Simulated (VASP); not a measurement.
Wanted: the native input for a VASP 6.6.1 run.

* Task: single point
* Functional: PBEsol
* Potentials or basis: VASP PAW PBE potentials, release 64 (Al, N)
* Cutoff: 520 eV
* k mesh: 11 × 11 × 11
* Occupations: fermi-dirac, width 0.05 eV
* Spin: no spin polarisation
* Dipole correction: no
* Further INCAR settings: ALGO = Normal; EDIFF = 1e-06; NBANDS = 11

The structure of AlN lies in POSCAR:

```
AlN
1.0
    0.0000000000      2.0226212540      2.0226212540
    2.0226212540      0.0000000000      2.0226212540
    2.0226212540      2.0226212540      0.0000000000
Al N
1 1
Direct
    0.5000000000      0.5000000000      0.5000000000
    0.0000000000      0.0000000000      0.0000000000
```

One way to write it, as run:

INCAR

```
PREC     = Accurate       # precision mode
ENCUT    = 520            # plane-wave cutoff, eV
EDIFF    = 1E-6           # SCF threshold, eV
ISMEAR   = -1             # smearing method
SIGMA    = 0.05           # smearing width, eV
LREAL    = F              # projectors in reciprocal space
LASPH    = T              # aspherical terms in the spheres
NELM     = 80             # most SCF steps
ALGO     = Normal         # electronic algorithm
ISIF     = 2              # what is computed and relaxed
LWAVE    = F              # write WAVECAR
LCHARG   = F              # write CHGCAR
GGA      = PS             # functional
NBANDS   = 11             # bands
```

KPOINTS

```
regular mesh
0
Gamma
  11 11 11
```

Potentials or basis: VASP PAW PBE potentials, release 64 (Al, N).

The run is started by

```console
$ cat potpaw_PBE.64/Al/POTCAR potpaw_PBE.64/N/POTCAR > POTCAR
$ mpirun -np 1 vasp_std > vasp.out
```

It gave:

| Item | Value |
| --- | --- |
| Pressure | -0.1 GPa |
| Band gap on the k mesh | 4.67 eV, indirect (least direct gap 5.65 eV) |

Caveat: the PAW data sets were made with another functional, which shifts forces and pressure a little.

Wall time 11 s on 1 thread of Intel Xeon 8259CL, on a shared host, peak memory 0.13 GiB.
